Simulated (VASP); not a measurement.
Sc, 2 atoms in the cell. Symmetry: P6_3/mmc, No. 194, hexagonal system. The conventional cell has a = 3.328 Å, b = 3.328 Å, c = 5.212 Å, α = 90.00°, β = 90.00°, γ = 120.00°. Within 4.3 Å of Sc (site symmetry -6m2) lie 12 Sc at 3.24 to 3.33 Å. 

| Quantity | Value |
| --- | --- |
| Program | VASP 6.6.1 |
| Task | single point |
| Functional | r2SCAN |
| Potentials or basis | VASP PAW PBE potentials, release 64 (Sc_sv) |
| Cutoff | 520 eV |
| k mesh | 11 × 11 × 6 |
| Occupations | fermi-dirac, width 0.2 eV |
| Spin | no spin polarisation |
| Dipole correction | no |
| Further INCAR settings | ALGO = Normal; EDIFF = 1e-07; NBANDS = 18 |

Potentials or basis: VASP PAW PBE potentials, release 64 (Sc_sv).

The run is started by

```console
$ cat potpaw_PBE.64/Sc_sv/POTCAR > POTCAR
$ cp INCAR.step1 INCAR
$ mpirun -np 1 vasp_std > vasp.out
$ cp INCAR.step2 INCAR
$ mpirun -np 1 vasp_std > vasp.out
```

Hardware: 1 thread of Intel(R) Xeon(R) 6975P-C (Granite Rapids) (shared host).

Task: Estimate the wall time of this run.

Result: Run time: 120 s on 1 thread of Intel(R) Xeon(R) 6975P-C (Granite Rapids) (shared host), peak memory 0.2 GiB. Counts: k points 64.
